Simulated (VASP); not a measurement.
A run of VASP 6.6.1 is set up as follows.

INCAR

```
SYSTEM = ZrC
PREC = Accurate
ENCUT = 600
EDIFF = 1E-7
ISMEAR = -1
SIGMA = 0.1
LREAL = .FALSE.
LASPH = .TRUE.
NELM = 60
ALGO = Normal
ISIF = 3
LWAVE = .FALSE.
LCHARG = .FALSE.
GGA = PS
IBRION = 2
NSW = 100
EDIFFG = -0.002
PSTRESS = 10.0
```

The input KPOINTS:

```
regular mesh
0
G
  18 18 18
  0 0 0
```

Contents of POSCAR:

```
ZrC
1.0
    0.0000000000      2.3346624498      2.3346624498
    2.3346624498      0.0000000000      2.3346624498
    2.3346624498      2.3346624498      0.0000000000
Zr C
1 1
Direct
    0.5000000000      0.5000000000      0.5000000000
    0.0000000000      0.0000000000      0.0000000000
```

Potentials or basis: VASP PAW PBE potentials, release 64 (Zr_sv, C).

The run is started by

```console
$ cat potpaw_PBE.64/Zr_sv/POTCAR potpaw_PBE.64/C/POTCAR > POTCAR
$ mpirun -np 1 vasp_std > vasp.out
```

(1) What does it give for the space group after relaxing (to 0.1 Å)?

(2) What does it give for the relaxed cell?

## Answers

(1) Fm-3m (No. 225).

(2) a = 3.298 Å, b = 3.298 Å, c = 3.298 Å, α = 60.00°, β = 60.00°, γ = 60.00°.
